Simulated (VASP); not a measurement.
Write the native input for VASP 6.6.1 that does the following.

* Task: single point
* Functional: PBE-based screened hybrid with 15 % exact exchange
* Potentials or basis: VASP PAW PBE potentials, release 64 (Sr_sv, O)
* Cutoff: 520 eV
* k mesh: 4 × 4 × 4
* Occupations: gaussian, width 0.01 eV
* Spin: no spin polarisation
* Dipole correction: no
* Grid for exact exchange (PRECFOCK): Normal
* Share of exact exchange: 0.15
* Further INCAR settings: ALGO = Normal; EDIFF = 1e-07; NBANDS = 15
* Screening parameter: 0.3 1/Å

Crystal: SrO.

```
Sr O
1.0
     3.10287    0.00000    0.00000
     0.00000    3.10287    0.00000
     0.00000    0.00000    3.10287
Sr O
1 1
Direct
  0.00000 0.00000 0.00000
  0.50000 0.50000 0.50000
```

The input as run:

POSCAR

```
SrO
1.0
    3.1028650697      0.0000000000      0.0000000000
    0.0000000000      3.1028650697      0.0000000000
    0.0000000000      0.0000000000      3.1028650697
Sr O
1 1
Direct
    0.0000000000      0.0000000000      0.0000000000
    0.5000000000      0.5000000000      0.5000000000
```

INCAR.step1

```
PREC = Accurate
ENCUT = 520
EDIFF = 1E-5
ISMEAR = 0
SIGMA = 0.01
LREAL = F
LASPH = T
NELM = 100
ALGO = Normal
ISIF = 2
LWAVE = T
LCHARG = F
NBANDS = 15
GGA = PE
```

INCAR.step2

```
PREC = Accurate
ENCUT = 520
EDIFF = 1E-7
ISMEAR = 0
SIGMA = 0.01
LREAL = F
LASPH = T
NELM = 100
ALGO = Normal
ISIF = 2
LWAVE = F
LCHARG = F
GGA = PE
LHFCALC = T
AEXX = 0.15
HFSCREEN = 0.3
PRECFOCK = Normal
NBANDS = 15
ISTART = 1
```

KPOINTS

```
regular mesh
0
Gamma
  4 4 4
```

Potentials or basis: VASP PAW PBE potentials, release 64 (Sr_sv, O).

Run with:

```bash
$ cat potpaw_PBE.64/Sr_sv/POTCAR potpaw_PBE.64/O/POTCAR > POTCAR
$ cp INCAR.step1 INCAR
$ mpirun -np 1 vasp_std > vasp.out
$ cp INCAR.step2 INCAR
$ mpirun -np 1 vasp_std > vasp.out
```

Results of the run:

```
Pressure               : 1.8 GPa
Band gap on the k mesh : 3.49 eV (least direct gap 3.55 eV)
```

Caveat: the k points lie up to 0.51 Å⁻¹ apart; the PAW data sets were made with another functional, which shifts forces and pressure a little.

Wall time 120 s on 1 thread of Intel(R) Xeon(R) 6975P-C (Granite Rapids) (shared host), peak memory 0.24 GiB.
